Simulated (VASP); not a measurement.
CaO: single point with PBE

Crystal: CaO.

```
CELL_PARAMETERS angstrom
0.00000 2.67190 2.48429
2.67190 0.00000 2.48429
2.67190 2.67190 0.00000
ATOMIC_POSITIONS crystal
Ca 0.00000 0.00000 0.00000
O 0.25000 0.25000 0.25000
```

This cell differs from its parent crystal: epitaxial xy strain +2.5%.

```yaml
Program: VASP 6.6.1
Task: single point
Functional: PBE
Potentials_or_basis: VASP PAW PBE potentials, release 64 (Ca_sv, O)
Cutoff: 520 eV
k_mesh: 6 × 6 × 6
Occupations: gaussian, width 0.01 eV
Spin: no spin polarisation
Dipole_correction: no
Further_INCAR_settings: ALGO = Normal; EDIFF = 1e-07; NBANDS = 15
```

- Pressure: 1.5 GPa
- Band gap on the k mesh: 3.27 eV (least direct gap 3.89 eV)

Stress tensor (GPa, compression positive):
```
1.31 0.00 0.00
0.00 1.31 0.00
0.00 0.00 1.84
```

Levels at points of the mesh, in eV from the valence-band top:
| k point | band 6 | band 7 | band 8 | band 9 | band 10 | band 11 |
| --- | --- | --- | --- | --- | --- | --- |
| (0.00, 0.00, 0.00) | -0.67 | -0.67 | -0.62 | 3.27 | 7.63 | 8.14 |
| (0.50, 0.00, 0.00) | -1.05 | -0.48 | -0.33 | 6.10 | 7.73 | 7.88 |
| (0.50, 0.50, 0.00) | -1.44 | -0.12 | -0.12 | 5.06 | 6.64 | 8.95 |
| (0.50, 0.00, 0.50) | -1.49 | -0.05 | 0.00 | 4.81 | 6.47 | 8.97 |

Run time: 19 s on 1 thread of AMD EPYC 7R43 64-Core Processor (Zen 3), on a shared host, peak memory 0.12 GiB.

Caveat: the cell differs from its parent crystal (epitaxial xy strain +2.5%). A k mesh can miss the band edges.
